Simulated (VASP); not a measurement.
# C in VASP: notebook, part 2 of 2

VASP 6.6.1.

## Step 4: Single point, PBE+D3(BJ) (layers slid over each other, then relaxed in part)

The input, INCAR:

```
SYSTEM = C
PREC = Accurate
ENCUT = 520
EDIFF = 1E-6
ISMEAR = 0
SIGMA = 0.1
LREAL = .False.
LASPH = .True.
NELM = 60
ALGO = Normal
ISIF = 2
LWAVE = .False.
LCHARG = .False.
LDIPOL = .True.
IDIPOL = 3
DIPOL = 0.5 0.5 0.356
GGA = PE
IVDW = 12
NBANDS = 16
```

The input, KPOINTS:

```
Automatic mesh
0
Gamma
  15 15 1
  0 0 0
```

The input, POSCAR:

```
C
1.0
    2.4657189577      0.0000000000      0.0000000000
   -1.2328594788      2.1353752560      0.0000000000
    0.0000000000      0.0000000000     17.5000000000
C
4
Direct
    0.3333333333      0.6666666667      0.2571428571
    0.6666666667      0.3333333333      0.2571383688
    0.3333333333      1.0000000000      0.4546008436
    0.0000000000      1.3333333333      0.4546010820
```

Potentials or basis: VASP PAW PBE potentials, release 64 (C).

Command:

```sh
$ cat potpaw_PBE.64/C/POTCAR > POTCAR
$ mpirun -np 1 vasp_std > vasp.out
```

OUTCAR:

```text
SYSTEM = C
   PREC = Accurate
   ENCUT = 520
   EDIFF = 1E-6
   ISMEAR = 0
   LREAL = .False.
   LASPH = .True.
   NELM = 60
   ISIF = 2
   GGA = PE
   IVDW = 12
 IVDW          = 12

 ion  position               nearest neighbor table
   1  0.333  0.667  0.257-   2 1.42   2 1.42   2 1.42
   2  0.667  0.333  0.257-   1 1.42   1 1.42   1 1.42
   3  0.333  0.000  0.455-   4 1.42   4 1.42   4 1.42
   4  0.000  0.333  0.455-   3 1.42   3 1.42   3 1.42

  LATTYP: Found a hexagonal cell.
 ALAT       =     2.4657189577
 C/A-ratio  =     7.0973214305

  Lattice vectors:

 A1 = (   2.4657189577,   0.0000000000,   0.0000000000)
 A2 = (  -1.2328594788,   2.1353752560,   0.0000000000)
 A3 = (   0.0000000000,   0.0000000000,  17.5000000000)

Analysis of symmetry for initial positions (statically):
=====================================================================
 Subroutine PRICEL returns:
 Original cell was already a primitive cell.

 Routine SETGRP: Setting up the symmetry group for a
 hexagonal supercell.

 Subroutine GETGRP returns: Found  4 space group operations
 (whereof  2 operations were pure point group operations)
 out of a pool of 24 trial point group operations.

The static configuration has the point symmetry C_1h.
 The point group associated with its full space group is C_2h.

Analysis of symmetry for dynamics (positions and initial velocities):
=====================================================================
 Subroutine PRICEL returns:
 Original cell was already a primitive cell.

 Routine SETGRP: Setting up the symmetry group for a
 hexagonal supercell.

 Subroutine GETGRP returns: Found  4 space group operations
 (whereof  2 operations were pure point group operations)
 out of a pool of 24 trial point group operations.

The dynamic configuration has the point symmetry C_1h.
 The point group associated with its full space group is C_2h.

 Subroutine INISYM returns: Found  4 space group operations
 (whereof  2 operations are pure point group operations),
 and found     1 'primitive' translations

----------------------------------------------------------------------------------------

                                     Primitive cell

  volume of cell :      92.1416

  direct lattice vectors                    reciprocal lattice vectors
     2.465718958  0.000000000  0.000000000     0.405561225  0.234150882  0.000000000
    -1.232859479  2.135375256  0.000000000     0.000000000  0.468301764  0.000000000
     0.000000000  0.000000000 17.500000000     0.000000000  0.000000000  0.057142857

  length of vectors
     2.465718958  2.465718958 17.500000000     0.468301764  0.468301764  0.057142857

  position of ions in fractional coordinates (direct lattice)
     0.333333333  0.666666667  0.257142857
     0.666666667  0.333333333  0.257138369
     0.333333333  0.000000000  0.454600844
     1.000000000  0.333333333  0.454601082

  ion indices of the primitive-cell ions
   primitive index   ion index
                 1           1
                 2           2
                 3           3
[... 33 lines left out ...]
  0.133333  0.000000  0.000000      4.000000
 -0.133333  0.133333  0.000000      2.000000
  0.200000  0.000000  0.000000      4.000000
[... 16 lines left out ...]
 -0.266667  0.200000  0.000000      4.000000
  0.266667  0.066667  0.000000      4.000000
 [... further k-points ...]
   k-points           NKPTS =     64   k-points in BZ     NKDIM =     64   number of bands    NBANDS=     16
   number of dos      NEDOS =    301   number of ions     NIONS =      4
   total plane-waves  NPLWV =  45360
   dimension x,y,z NGX =    18 NGY =   18 NGZ =  140
   dimension x,y,z NGXF=    36 NGYF=   36 NGZF=  280
   ions per type =               4
   NGX,Y,Z   is equivalent  to a cutoff of  12.14, 12.14, 13.30 a.u.
   NGXF,Y,Z  is equivalent  to a cutoff of  24.27, 24.27, 26.60 a.u.
 SYSTEM =  C
   PREC   = accura    normal or accurate (medium, high low for compatibility)
   ISTART =      0    job   : 0-new  1-cont  2-samecut
   ICHARG =      2    charge: 1-file 2-atom 10-const
   ISPIN  =      1    spin polarized calculation?
   LNONCOLLINEAR =      F non collinear calculations
   LSORBIT =      F    spin-orbit coupling
   LASPH  =      T    aspherical Exc in radial PAW
   ENCUT  =  520.0 eV  38.22 Ry    6.18 a.u.   4.58  4.58 32.54*2*pi/ulx,y,z
   NELM   =     60;   NELMIN=  2; NELMDL= -5     # of ELM steps
   EDIFF  = 0.1E-05   stopping-criterion for ELM
   LREAL  =      F    real-space projection
   EDIFFG = 0.1E-04   stopping-criterion for IOM
   NSW    =      0    number of steps for IOM
   IBRION =     -1    ionic relax: 0-MD 1-quasi-New 2-CG
   NFREE  =      0    steps in history (QN), initial steepest desc. (CG)
   ISIF   =      2    stress and relaxation
   ISYM   =      2    0-nonsym 1-usesym 2-fastsym
   POTIM  = 0.5000    time-step for ionic-motion
   TEBEG  =    0.0;   TEEND  =   0.0 temperature during run
   PSTRESS=    0.0 pullay stress
   NELECT =      16.0000    total number of electrons
   NUPDOWN=      -1.0000    fix difference up-down
   EMIN   =  10.00;   EMAX   =-10.00  energy-range for DOS
   EFERMI =   0.00;   METHOD = LEGACY
   ISMEAR =     0;   SIGMA  =   0.10  broadening in eV -4-tet -1-fermi 0-gaus
   EFERMI_NEDOS =   21; number of points for ismear=-14 and -15
   IALGO  =     38    algorithm
   IMIX   =      4    mixing-type and parameters
     AMIX     =   0.40;   BMIX     =  1.00
     AMIX_MAG =   1.60;   BMIX_MAG =  1.00
  volume/ion in A,a.u.               =      23.04       155.45
  Fermi-wavevector in a.u.,A,eV,Ry     =   0.913334  1.725951 11.349690  0.834179
  Thomas-Fermi vector in A             =   2.037833
   LORBIT       =      0    0 simple, 1 ext, 2 COOP (PROOUT), +10 PAW based schemes
   GGA     = PE    functional components
   LHFCALC =     F    Hartree Fock is set to
   AEXX    =    0.0000 exact exchange contribution
   IVDW    =    12    specifies the selected vdW correction
   LEPSILON=     F    determine dielectric tensor
   LRPA    =     F    only Hartree local field effects (RPA)
 non-spin polarized calculation
 Gauss-broadening in eV      SIGMA  =   0.10
  energy-cutoff  :      520.00
  volume of cell :       92.14
 maximum number of plane-waves:      2521
   NGX =  9   NGY =  9   NGZ = 65

 dipolmoment           0.000000      0.000000      0.000103 electrons x Angstroem

 number of electron      15.9999996 magnetization

 dipolmoment           0.000000      0.000000     -0.000306 electrons x Angstroem

 Free energy of the ion-electron system (eV)
  ---------------------------------------------------
  ext. energy  EPLUGINS =         0.00000000
  ---------------------------------------------------
  free energy    TOTEN  =       -36.87766293 eV

  energy without entropy =      -36.87759068  energy(sigma->0) =      -36.87762681

 E-fermi :  -0.8334     XC(G=0):  -4.4507

 val. band max:       -0.9958119597   @ k =   0.3333   0.3333   0.0000
 cond. band min:      -0.6710935768   @ k =   0.3333   0.3333   0.0000
 fundamental gap:      0.3247183829
 Fermi energy:        -0.8334103092

 k-point     1 :       0.0000    0.0000    0.0000
  band No.  band energies     occupation
      1     -20.4069      2.00000
      2     -20.2872      2.00000
      3      -8.8556      2.00000
      4      -8.0159      2.00000
      5      -3.8687      2.00000
      6      -3.8683      2.00000
[... 433 lines left out ...]
      3      -9.5818      2.00000
      4      -9.5334      2.00000
      5      -6.6777      2.00000
      6      -6.6604      2.00000
[... 8 lines left out ...]
     15       7.5065      0.00000
     16       8.5030      0.00000

 [... further k-points ...]

------------------------ aborting loop because EDIFF is reached ----------------------------------------

 vacuum level on the upper side and lower side of the slab       (xc-potential included)        -0.164        -0.156

 Edisp (eV)   -0.46986

 E8    (eV) :    -0.1400

  FORCE on cell =-STRESS in cart. coord.  units (eV):
  Direction    XX          YY          ZZ          XY          YZ          ZX
  --------------------------------------------------------------------------------------
  -------------------------------------------------------------------------------------
  Total       0.09975     0.11596    -0.02292     0.01403    -0.04253    -0.02456
  in kB       1.73450     2.01628    -0.39846     0.24403    -0.73955    -0.42698
  external pressure =        1.12 kB  Pullay stress =        0.00 kB

 VOLUME and BASIS-vectors are now :
 -----------------------------------------------------------------------------
  energy-cutoff  :      520.00
  volume of cell :       92.14
      direct lattice vectors                 reciprocal lattice vectors
     2.465718958  0.000000000  0.000000000     0.405561225  0.234150882  0.000000000
    -1.232859479  2.135375256  0.000000000     0.000000000  0.468301764  0.000000000
     0.000000000  0.000000000 17.500000000     0.000000000  0.000000000  0.057142857

 POSITION                                       TOTAL-FORCE (eV/Angst)
 -----------------------------------------------------------------------------------
     -0.00000      1.42358      4.50000         0.002450      0.006811     -0.000245
      1.23286      0.71179      4.49992         0.004673      0.005527     -0.000245
      0.82191      0.00000      7.95551        -0.002450     -0.006811      0.000245
     -0.41095      0.71179      7.95552        -0.004673     -0.005527      0.000245
 -----------------------------------------------------------------------------------
    total drift:                               -0.000007     -0.000000     -0.070066

  FREE ENERGIE OF THE ION-ELECTRON SYSTEM (eV)
  ---------------------------------------------------
  free  energy   TOTEN  =       -37.3475264389 eV

  energy  without entropy=      -37.3474541865  energy(sigma->0) =      -37.34749031

 vacuum level on the upper side and lower side of the slab         3.364         3.374
```

stdout:

```text
POSCAR found type information on POSCAR C
 POSCAR found :  1 types and       4 ions
 scaLAPACK will be used
 LDA part: xc-table for (Slater+PW92), standard interpolation
 POSCAR, INCAR and KPOINTS ok, starting setup
 FFT: planning ... GRIDC
 FFT: planning ... GRID_SOFT
 FFT: planning ... GRID
 WAVECAR not read
 entering main loop
```

It took 2.2 min on 1 thread of Intel Xeon 8259CL, shared host; peak memory 0.24 GiB.

What came out:

| Item | Value |
| --- | --- |
| Free energy | -37.3475 eV |
| Largest force | 0.007 eV/Å |
| Dispersion energy per atom | -0.117 eV |

Forces in eV/Å, atoms in the order of the input:
```
C    0.002  0.007  0.000
C    0.005  0.006  0.000
C   -0.002 -0.007  0.000
C   -0.005 -0.006  0.000
```

Caveat: the cell differs from its parent crystal (layers slid over each other, then relaxed in part).

## Step 5: Single point, PBE+D3(BJ) (layers slid over each other, then relaxed in part)

The input, INCAR:

```
PREC = Accurate
ENCUT = 520
EDIFF = 1E-6
ISMEAR = 0
SIGMA = 0.1
LREAL = False
LASPH = True
NELM = 100
ALGO = Normal
ISIF = 2
LWAVE = False
LCHARG = False
LDIPOL = True
IDIPOL = 3
DIPOL = 0.5 0.5 0.358
GGA = PE
IVDW = 12
NBANDS = 16
```

The input, KPOINTS:

```
regular mesh
0
Gamma
  15 15 1
```

The input, POSCAR:

```
C
1.0
    2.4657189577      0.0000000000      0.0000000000
   -1.2328594788      2.1353752560      0.0000000000
    0.0000000000      0.0000000000     17.5000000000
C
4
Direct
    0.3333333334      0.6666666667      0.2571406130
    0.6666666667      0.3333333333      0.2571421190
    0.5000000000      1.3333333333      0.4591799522
    0.1666666667      1.6666666667      0.4591799010
```

Command:

```sh
$ cat potpaw_PBE.64/C/POTCAR > POTCAR
$ mpirun -np 1 vasp_std > vasp.out
```

It took 2 min on 1 thread of Intel Xeon 8259CL, shared host; peak memory 0.24 GiB.

Results (log left out):

```
Free energy                : -37.3416 eV
Largest force              : 0.006 eV/Å
Dispersion energy per atom : -0.116 eV
```

Forces on the atoms (eV/Å):
```
C    0.006  0.000  0.000
C    0.006  0.000  0.000
C   -0.006  0.000  0.000
C   -0.006  0.000  0.000
```

Caveat: the cell differs from its parent crystal (layers slid over each other, then relaxed in part).

## Step 6: Summary

| task | cell | atoms held fixed (from 0) | largest force (eV/Å) |
| --- | --- | --- | --- |
| relaxation of the atoms | atoms relaxed from a = 2.466, b = 2.466, c = 17.500 Å, angles 90.0, 90.0, 120.0°, 4 atoms, atomic positions A | [0] | - |
| single point | a = 2.466, b = 2.466, c = 17.500 Å, angles 90.0, 90.0, 120.0°, 4 atoms, atomic positions B | - | 0.01 |
| single point | a = 2.466, b = 2.466, c = 17.500 Å, angles 90.0, 90.0, 120.0°, 4 atoms, atomic positions C | - | 0.01 |
| single point | a = 2.466, b = 2.466, c = 17.500 Å, angles 90.0, 90.0, 120.0°, 4 atoms, atomic positions D | - | 0.01 |

Alike in all rows: level PBE+D3(BJ); potentials or basis VASP PAW PBE potentials, release 64 (C); no spin polarisation; k mesh 15 × 15 × 1; cutoff (eV) 520; smearing gaussian 0.1 eV.

Total energies depend on the potentials used, so only differences within one code and one set of settings carry meaning.
